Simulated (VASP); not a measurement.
Here is a VASP 6.6.1 calculation.

The input INCAR:

```
SYSTEM = MnO
PREC = Accurate
ENCUT = 520
EDIFF = 1E-6
ISMEAR = 0
SIGMA = 0.15
LREAL = .FALSE.
LASPH = .TRUE.
NELM = 150
ALGO = Normal
ISIF = 2
LWAVE = .FALSE.
LCHARG = .FALSE.
ISPIN = 2
MAGMOM = 4.41 0.25
LORBIT = 11
LMAXMIX = 4
GGA = PS
NBANDS = 20
```

KPOINTS

```
regular mesh
0
G
  20 20 20
  0 0 0
```

File POSCAR:

```
MnO
1.0
    0.2787976075      2.3697796637      2.3697796637
    2.3697796637      0.2787976075      2.3697796637
    2.3697796637      2.3697796637      0.2787976075
Mn O
1 1
Direct
    0.0000000000      0.0000000000      0.0000000000
    0.5000000000      0.5000000000      0.5000000000
```

Potentials or basis: VASP PAW PBE potentials, release 64 (Mn_pv, O).

Command:

```console
$ cat potpaw_PBE.64/Mn_pv/POTCAR potpaw_PBE.64/O/POTCAR > POTCAR
$ mpirun -np 1 vasp_std > vasp.out
```

**Question.** Estimate the pressure.

**Answer.** -10.4 GPa.

**Question.** Estimate the net moment.

**Answer.** 4.61 μB per cell.

**Question.** What does it give for the site moments?

**Answer.** Mn +4.20; O +0.17 μB.

Stress tensor (GPa, compression positive):
```
-10.43  -9.28  -9.28
 -9.28 -10.43  -9.28
 -9.28  -9.28 -10.43
```

Caveat: the cell stands under tension; the PAW data sets were made with another functional, which shifts forces and pressure a little; a cell with one magnetic atom can't hold antiferromagnetic order, which such compounds often take.
